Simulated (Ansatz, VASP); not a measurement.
**Two plane-wave programs on SnTe**

The input INCAR:

```
SYSTEM = SnTe
ALGO = Normal
EDIFF = 1E-6
ENCUT = 520
GGA = PE
GGA_COMPAT = .FALSE.
ISIF = 2
ISMEAR = 0
LASPH = .TRUE.
LCHARG = .TRUE.
LORBIT = 11
LORBMOM = .TRUE.
LREAL = .FALSE.
LSORBIT = .TRUE.
LVHAR = .TRUE.
LWAVE = .FALSE.
MAGMOM = 0 0 0 0 0 0
NBANDS = 32
NELM = 150
PREC = Accurate
SIGMA = 0.05
```

The input KPOINTS:

```
k-points
0
G
  6 6 6
  0 0 0
```

Contents of POSCAR:

```
SnTe
1.0
    0.0000000000      3.1565012282      3.1565012282
    3.1565012282      0.0000000000      3.1565012282
    3.1565012282      3.1565012282      0.0000000000
Sn Te
1 1
Direct
    0.5000000000      0.5000000000      0.5000000000
    0.0000000000      0.0000000000      0.0000000000
```

Input for Ansatz:

```yaml
crystal:
  lattice:
    - [0.0, 3.1565012282, 3.1565012282]
    - [3.1565012282, 0.0, 3.1565012282]
    - [3.1565012282, 3.1565012282, 0.0]
  atoms:
    - { symbol: Sn, position: [0.5, 0.5, 0.5] }
    - { symbol: Te, position: [0.0, 0.0, 0.0] }
basis:
  ecutwfc: 420
  ecutrho_ratio: 4
kpoints:
  mp_grid: { grid: [6, 6, 6] }
hamiltonian:
  xc: pbe
scf:
  occupations: { method: gaussian, width: 0.05 }
output:
  forces: true
  stress: true
  eigenvalues: true
  populations: true
  topological_invariants: true
magnetization:
  noncollinear: true
  spin_orbit: true
```

Alike in both runs: task single point; functional PBE; k mesh 6 × 6 × 6; occupations gaussian, width 0.05 eV; non-collinear spin, spin-orbit coupling.

|  | VASP | Ansatz |
| --- | --- | --- |
| version | VASP 6.6.1 | Ansatz 0.2.0 |
| potentials or method | VASP PAW PBE potentials, release 64 (Sn_d, Te), cutoff 520 eV | plane waves, PAW |
| valence electrons in the cell | 20 | 30 |

```tsv
	VASP	Ansatz	Ansatz less VASP
pressure (GPa)	2.0	2.0	+0.01
```

The functional is the same, so the differences come from potentials, cutoffs and numerics. VASP's potentials hold 20 valence electrons a cell and Ansatz's 30, so a difference there can come from the potentials and not from the codes.
